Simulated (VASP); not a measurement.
# SiNi (Pnma) in VASP: further runs

SiNi is run at these levels: PBEsol; tasks: single point.

All numbers are computed with VASP 6.6.1; they aren't measurements. Logs are shortened: lines on timing, memory, paths and dates and some standing lists are left out, and cuts for length are marked.

### 1 The cell of the first run

Symmetry: Pnma, No. 62, orthorhombic system. The conventional cell has a = 4.935 Å, b = 3.257 Å, c = 5.362 Å, α = 90.00°, β = 90.00°, γ = 90.00°. Si (site symmetry m) has 6 Ni at 2.20 to 2.31 Å and 2 Si at 2.57 Å within 2.9 Å. Ni (site symmetry m) has 6 Si at 2.20 to 2.31 Å and 4 Ni at 2.56 to 2.59 Å within 2.9 Å.

### 2 Single point, PBEsol (strain -0.030 along x and y, -0.030 along z)

Input file INCAR:

```
PREC = Accurate
ENCUT = 520
EDIFF = 1E-6
ISMEAR = 0
SIGMA = 0.15
LREAL = F
LASPH = T
NELM = 60
ALGO = Normal
ISIF = 2
LWAVE = F
LCHARG = F
GGA = PS
NBANDS = 38
```

Input file KPOINTS:

```
Automatic mesh
0
Gamma
  8 12 8
```

Input file POSCAR:

```
SiNi
1.0
    4.9351934525      0.0000000000      0.0000000000
    0.0000000000      3.2570383932      0.0000000000
    0.0000000000      0.0000000000      5.3619951941
Si Ni
4 4
Direct
    0.3214276689      0.7500000000      0.0865554891
    0.1785723311      0.2500000000      0.5865554891
    0.8214276689      0.7500000000      0.4134445109
    0.6785723311      0.2500000000      0.9134445109
    0.0093007299      0.2500000000      0.1873863599
    0.4906992701      0.7500000000      0.6873863599
    0.5093007299      0.2500000000      0.3126136401
    0.9906992701      0.7500000000      0.8126136401
```

Potentials or basis: VASP PAW PBE potentials, release 64 (Si, Ni).

Run with:

```
$ cat potpaw_PBE.64/Si/POTCAR potpaw_PBE.64/Ni/POTCAR > POTCAR
$ mpirun -np 1 vasp_std > vasp.out
```

OUTCAR:

```text
PREC = Accurate
   ENCUT = 520
   EDIFF = 1E-6
   ISMEAR = 0
   LREAL = F
   LASPH = T
   NELM = 60
   ISIF = 2
   GGA = PS

 ion  position               nearest neighbor table
   1  0.321  0.750  0.087-   8 2.20   7 2.23   7 2.23   6 2.30   5 2.31   5 2.31   4 2.57   4 2.57
                             3 3.03   3 3.03
   2  0.179  0.250  0.587-   7 2.20   8 2.23   8 2.23   5 2.30   6 2.31   6 2.31   3 2.57   3 2.57
                             4 3.03   4 3.03
   3  0.821  0.750  0.413-   6 2.20   5 2.23   5 2.23   8 2.30   7 2.31   7 2.31   2 2.57   2 2.57
                             1 3.03   1 3.03
   4  0.679  0.250  0.913-   5 2.20   6 2.23   6 2.23   7 2.30   8 2.31   8 2.31   1 2.57   1 2.57
                             2 3.03   2 3.03
   5  0.009  0.250  0.187-   4 2.20   3 2.23   3 2.23   2 2.30   1 2.31   1 2.31   7 2.56   7 2.56
                             8 2.59   8 2.59
   6  0.491  0.750  0.687-   3 2.20   4 2.23   4 2.23   1 2.30   2 2.31   2 2.31   8 2.56   8 2.56
                             7 2.59   7 2.59
   7  0.509  0.250  0.313-   2 2.20   1 2.23   1 2.23   4 2.30   3 2.31   3 2.31   5 2.56   5 2.56
                             6 2.59   6 2.59
   8  0.991  0.750  0.813-   1 2.20   2 2.23   2 2.23   3 2.30   4 2.31   4 2.31   6 2.56   6 2.56
                             5 2.59   5 2.59

  LATTYP: Found a simple orthorhombic cell.
 ALAT       =     3.2570383932
 B/A-ratio  =     1.5152395694
 C/A-ratio  =     1.6462793946

  Lattice vectors:

 A1 = (   0.0000000000,  -3.2570383932,   0.0000000000)
 A2 = (   4.9351934525,   0.0000000000,   0.0000000000)
 A3 = (   0.0000000000,   0.0000000000,   5.3619951941)

Analysis of symmetry for initial positions (statically):
=====================================================================
 Subroutine PRICEL returns:
 Original cell was already a primitive cell.

 Routine SETGRP: Setting up the symmetry group for a
 simple orthorhombic supercell.

 Subroutine GETGRP returns: Found  8 space group operations
 (whereof  2 operations were pure point group operations)
 out of a pool of  8 trial point group operations.

The static configuration has the point symmetry S_2 .
 The point group associated with its full space group is D_2h.

Analysis of symmetry for dynamics (positions and initial velocities):
=====================================================================
 Subroutine PRICEL returns:
 Original cell was already a primitive cell.

 Routine SETGRP: Setting up the symmetry group for a
 simple orthorhombic supercell.

 Subroutine GETGRP returns: Found  8 space group operations
 (whereof  2 operations were pure point group operations)
 out of a pool of  8 trial point group operations.

The dynamic configuration has the point symmetry S_2 .
 The point group associated with its full space group is D_2h.

 Subroutine INISYM returns: Found  8 space group operations
 (whereof  2 operations are pure point group operations),
 and found     1 'primitive' translations

----------------------------------------------------------------------------------------

                                     Primitive cell

  volume of cell :      86.1893

  direct lattice vectors                    reciprocal lattice vectors
     4.935193453  0.000000000  0.000000000     0.202626302  0.000000000  0.000000000
     0.000000000  3.257038393  0.000000000     0.000000000  0.307027391  0.000000000
     0.000000000  0.000000000  5.361995194     0.000000000  0.000000000  0.186497743

  length of vectors
     4.935193453  3.257038393  5.361995194     0.202626302  0.307027391  0.186497743

  position of ions in fractional coordinates (direct lattice)
     0.321427669  0.750000000  0.086555489
     0.178572331  0.250000000  0.586555489
     0.821427669  0.750000000  0.413444511
     0.678572331  0.250000000  0.913444511
     0.009300730  0.250000000  0.187386360
     0.490699270  0.750000000  0.687386360
     0.509300730  0.250000000  0.312613640
     0.990699270  0.750000000  0.812613640

  ion indices of the primitive-cell ions
   primitive index   ion index
                 1           1
                 2           2
                 3           3
                 4           4
                 5           5
                 6           6
                 7           7
                 8           8

----------------------------------------------------------------------------------------

 KPOINTS: Automatic mesh

Automatic generation of k-mesh.
 Grid dimensions read from file:
 generate k-points for:    8   12    8

 Generating k-lattice:

  Cartesian coordinates                     Fractional coordinates (reciprocal lattice)
     0.025328288  0.000000000  0.000000000     0.125000000  0.000000000  0.000000000
     0.000000000  0.025585616  0.000000000     0.000000000  0.083333333  0.000000000
     0.000000000  0.000000000  0.023312218     0.000000000  0.000000000  0.125000000

  Length of vectors
     0.025328288  0.025585616  0.023312218

  Shift w.r.t. Gamma in fractional coordinates (k-lattice)
     0.000000000  0.000000000  0.000000000

 Subroutine IBZKPT returns following result:
 ===========================================

 Found    175 irreducible k-points:

 Following reciprocal coordinates:
            Coordinates               Weight
  0.000000  0.000000  0.000000      1.000000
  0.125000  0.000000  0.000000      2.000000
  0.250000  0.000000  0.000000      2.000000
  0.375000  0.000000  0.000000      2.000000
  0.500000  0.000000  0.000000      1.000000
  0.000000  0.083333  0.000000      2.000000
[... 16 lines left out ...]
  0.250000  0.333333  0.000000      4.000000
  0.375000  0.333333  0.000000      4.000000
 [... further k-points ...]
   k-points           NKPTS =    175   k-points in BZ     NKDIM =    175   number of bands    NBANDS=     38
   number of dos      NEDOS =    301   number of ions     NIONS =      8
   total plane-waves  NPLWV =  38400
   dimension x,y,z NGX =    40 NGY =   24 NGZ =   40
   dimension x,y,z NGXF=    80 NGYF=   48 NGZF=   80
   ions per type =               4   4
   NGX,Y,Z   is equivalent  to a cutoff of  13.47, 12.25, 12.40 a.u.
   NGXF,Y,Z  is equivalent  to a cutoff of  26.95, 24.50, 24.80 a.u.
 SYSTEM =  unknown system
   PREC   = accura    normal or accurate (medium, high low for compatibility)
   ISTART =      0    job   : 0-new  1-cont  2-samecut
   ICHARG =      2    charge: 1-file 2-atom 10-const
   ISPIN  =      1    spin polarized calculation?
   LNONCOLLINEAR =      F non collinear calculations
   LSORBIT =      F    spin-orbit coupling
   LASPH  =      T    aspherical Exc in radial PAW
   ENCUT  =  520.0 eV  38.22 Ry    6.18 a.u.   9.18  6.06  9.97*2*pi/ulx,y,z
   NELM   =     60;   NELMIN=  2; NELMDL= -5     # of ELM steps
   EDIFF  = 0.1E-05   stopping-criterion for ELM
   LREAL  =      F    real-space projection
   EDIFFG = 0.1E-04   stopping-criterion for IOM
   NSW    =      0    number of steps for IOM
   IBRION =     -1    ionic relax: 0-MD 1-quasi-New 2-CG
   NFREE  =      0    steps in history (QN), initial steepest desc. (CG)
   ISIF   =      2    stress and relaxation
   ISYM   =      2    0-nonsym 1-usesym 2-fastsym
   POTIM  = 0.5000    time-step for ionic-motion
   TEBEG  =    0.0;   TEEND  =   0.0 temperature during run
   PSTRESS=    0.0 pullay stress
   NELECT =      56.0000    total number of electrons
   NUPDOWN=      -1.0000    fix difference up-down
   EMIN   =  10.00;   EMAX   =-10.00  energy-range for DOS
   EFERMI =   0.00;   METHOD = LEGACY
   ISMEAR =     0;   SIGMA  =   0.15  broadening in eV -4-tet -1-fermi 0-gaus
   EFERMI_NEDOS =   21; number of points for ismear=-14 and -15
   IALGO  =     38    algorithm
   IMIX   =      4    mixing-type and parameters
     AMIX     =   0.40;   BMIX     =  1.00
     AMIX_MAG =   1.60;   BMIX_MAG =  1.00
  volume/ion in A,a.u.               =      10.77        72.70
  Fermi-wavevector in a.u.,A,eV,Ry     =   1.417924  2.679488 27.354636  2.010509
  Thomas-Fermi vector in A             =   2.539103
   LORBIT       =      0    0 simple, 1 ext, 2 COOP (PROOUT), +10 PAW based schemes
   GGA     = PS    functional components
   LHFCALC =     F    Hartree Fock is set to
   AEXX    =    0.0000 exact exchange contribution
   IVDW    =     0    specifies the selected vdW correction
   LEPSILON=     F    determine dielectric tensor
   LRPA    =     F    only Hartree local field effects (RPA)
 non-spin polarized calculation
 Gauss-broadening in eV      SIGMA  =   0.15
  energy-cutoff  :      520.00
  volume of cell :       86.19
 maximum number of plane-waves:      2360
 NGX is ok and might be reduce to    40
   NGX = 19   NGY = 13   NGZ = 19

 number of electron      56.0000000 magnetization

 Free energy of the ion-electron system (eV)
  ---------------------------------------------------
  ext. energy  EPLUGINS =         0.00000000
  ---------------------------------------------------
  free energy    TOTEN  =       -51.74740866 eV

  energy without entropy =      -51.72936805  energy(sigma->0) =      -51.73838835

 E-fermi :  12.1553     XC(G=0): -12.9142

 val. band max:       12.1452607153   @ k =   0.0000   0.4167   0.2500
 cond. band min:      12.1676284674   @ k =   0.0000   0.3333   0.0000
 fundamental gap:      0.0223677522
 Fermi energy:        12.1552500009

 k-point     1 :       0.0000    0.0000    0.0000
  band No.  band energies     occupation
      1      -1.9222      2.00000
      2       1.8598      2.00000
      3       3.0331      2.00000
      4       3.8537      2.00000
      5       4.8950      2.00000
      6       5.4068      2.00000
[... 30 lines left out ...]
     37      18.8455      0.00000
     38      19.0777      0.00000

 k-point     2 :       0.1250    0.0000    0.0000
  band No.  band energies     occupation
      1      -1.8289      2.00000
      2       1.6566      2.00000
      3       3.1057      2.00000
      4       3.4691      2.00000
      5       5.2794      2.00000
      6       5.5373      2.00000
[... 30 lines left out ...]
     37      18.7732      0.00000
     38      19.0794      0.00000
[... 859 lines left out ...]
     37      18.5536      0.00000
     38      19.8214      0.00000

 k-point    24 :       0.3750    0.3333    0.0000
  band No.  band energies     occupation
      1       0.3683      2.00000
      2       1.5987      2.00000
      3       3.7401      2.00000
      4       4.0291      2.00000
      5       5.4102      2.00000
      6       5.6232      2.00000
[... 30 lines left out ...]
     37      18.3769      0.00000
     38      19.5088      0.00000

 [... further k-points ...]
[... 5 lines left out ...]
  --------------------------------------------------------------------------------------
  -------------------------------------------------------------------------------------
  Total       12.1279412     11.7635293     11.4054022     -0.0000000      0.0000000      0.0000000
  in kB      225.4468568    218.6727885    212.0155462     -0.0000000      0.0000000      0.0000000
  external PRESSURE =     218.7117305 kB  Pullay stress =       0.0000000 kB

 VOLUME and BASIS-vectors are now :
 -----------------------------------------------------------------------------
  energy-cutoff  :      520.00
  volume of cell :       86.19
      direct lattice vectors                 reciprocal lattice vectors
     4.935193453  0.000000000  0.000000000     0.202626302  0.000000000  0.000000000
     0.000000000  3.257038393  0.000000000     0.000000000  0.307027391  0.000000000
     0.000000000  0.000000000  5.361995194     0.000000000  0.000000000  0.186497743

 POSITION                                       TOTAL-FORCE (eV/Angst)
 -----------------------------------------------------------------------------------
      1.58631      2.44278      0.46411         0.139539      0.000000      0.112326
      0.88129      0.81426      3.14511        -0.139539      0.000000      0.112326
      4.05390      2.44278      2.21689         0.139539     -0.000000     -0.112326
      3.34889      0.81426      4.89789        -0.139539      0.000000     -0.112326
      0.04590      0.81426      1.00476         0.190405      0.000000     -0.232113
      2.42170      2.44278      3.68576        -0.190405      0.000000     -0.232113
      2.51350      0.81426      1.67623         0.190405     -0.000000      0.232113
      4.88929      2.44278      4.35723        -0.190405      0.000000      0.232113
 -----------------------------------------------------------------------------------
    total drift:                               -0.000000      0.000000      0.000000

  FREE ENERGIE OF THE ION-ELECTRON SYSTEM (eV)
  ---------------------------------------------------
  free  energy   TOTEN  =       -51.7474086583 eV

  energy  without entropy=      -51.7293680482  energy(sigma->0) =      -51.73838835
```

It took 11 min on 1 thread of Oxide Virtual Turin-like, shared host; peak memory 0.47 GiB.

Results:

```yaml
Free_energy: -51.7474 eV
Pressure: 21.9 GPa
Largest_force: 0.300 eV/Å
Band_gap_on_the_k_mesh: zero (band 28 reaches 13.37 eV, above the bottom of band 29 at 11.32 eV)
```

Forces on the atoms (eV/Å):
```
Si   0.140  0.000  0.112
Si  -0.140  0.000  0.112
Si   0.140  0.000 -0.112
Si  -0.140  0.000 -0.112
Ni   0.190  0.000 -0.232
Ni  -0.190  0.000 -0.232
Ni   0.190  0.000  0.232
Ni  -0.190  0.000  0.232
```

Caveat: the cell differs from its parent crystal (strain -0.030 along x and y, -0.030 along z); the PAW data sets were made with another functional, which shifts forces and pressure a little. Spin polarisation is off, so any magnetic state and its effect on volume and gap are missing.

### 3 Single point, PBEsol (strain -0.030 along x and y, -0.015 along z)

Input file INCAR:

```
PREC = Accurate ; ENCUT = 520
EDIFF = 1E-6 ; ISMEAR = 0
SIGMA = 0.15 ; LREAL = F
LASPH = T ; NELM = 100
ALGO = Normal ; ISIF = 2
LWAVE = F ; LCHARG = F
GGA = PS ; NBANDS = 38
```

Input file KPOINTS:

```
regular mesh
0
Gamma
  8 12 8
```

POSCAR, as its differences from that of step 2:

```diff
@@ -4,3 +4,3 @@
     0.0000000000      3.2570383932      0.0000000000
-    0.0000000000      0.0000000000      5.3619951941
+    0.0000000000      0.0000000000      5.4449126455
 Si Ni
```

Potentials or basis: VASP PAW PBE potentials, release 64 (Si, Ni).

Run with:

```
$ cat potpaw_PBE.64/Si/POTCAR potpaw_PBE.64/Ni/POTCAR > POTCAR
$ mpirun -np 1 vasp_std > vasp.out
```

It took 11 min on 1 thread of Oxide Virtual Turin-like, shared host; peak memory 0.47 GiB.

Results (log left out):

```yaml
Free_energy: -51.8978 eV
Pressure: 17.7 GPa
Largest_force: 0.187 eV/Å
Band_gap_on_the_k_mesh: zero (band 28 reaches 13.16 eV, above the bottom of band 29 at 11.08 eV)
```

Forces on the atoms (eV/Å):
```
Si   0.108  0.000 -0.023
Si  -0.108  0.000 -0.023
Si   0.108  0.000  0.023
Si  -0.108  0.000  0.023
Ni   0.124  0.000 -0.141
Ni  -0.124  0.000 -0.141
Ni   0.124  0.000  0.141
Ni  -0.124  0.000  0.141
```

Stress tensor (GPa, compression positive):
```
19.74  0.00  0.00
 0.00 18.69  0.00
 0.00  0.00 14.68
```

Levels at points of the mesh, in eV from the Fermi level:
```tsv
k point	band 24	band 25	band 26	band 27	band 28	band 29	band 30	band 31	band 32	band 33
(0.00, 0.00, 0.00)	-2.28	-2.10	-1.35	-1.26	-1.07	0.69	1.60	3.52	4.05	4.27
(0.50, 0.00, 0.00)	-2.34	-2.13	-2.13	1.09	1.09	1.27	1.27	4.17	4.17	4.92
(0.00, 0.50, 0.00)	-2.49	-2.21	-2.21	-1.68	-1.68	-0.68	-0.68	2.12	2.12	2.92
(0.50, 0.50, 0.00)	-2.42	-1.98	-1.98	-1.98	-1.98	0.53	0.53	0.53	0.53	4.71
(0.00, 0.00, 0.50)	-2.40	-1.63	-1.63	-0.31	-0.31	0.90	0.90	3.70	3.70	4.65
(0.50, 0.00, 0.50)	-2.42	-1.24	-1.24	0.89	0.89	2.49	2.49	2.85	2.85	3.12
(0.00, 0.50, 0.50)	-2.36	-2.31	-2.31	-1.94	-1.94	0.15	0.15	1.69	1.69	2.49
(0.50, 0.50, 0.50)	-2.54	-2.19	-2.19	-2.19	-2.19	2.72	2.72	2.72	2.72	3.84
```

Caveat: the cell differs from its parent crystal (strain -0.030 along x and y, -0.015 along z); the PAW data sets were made with another functional, which shifts forces and pressure a little. Spin polarisation is off, so any magnetic state and its effect on volume and gap are missing.

(Continued in part 2 of 2.)
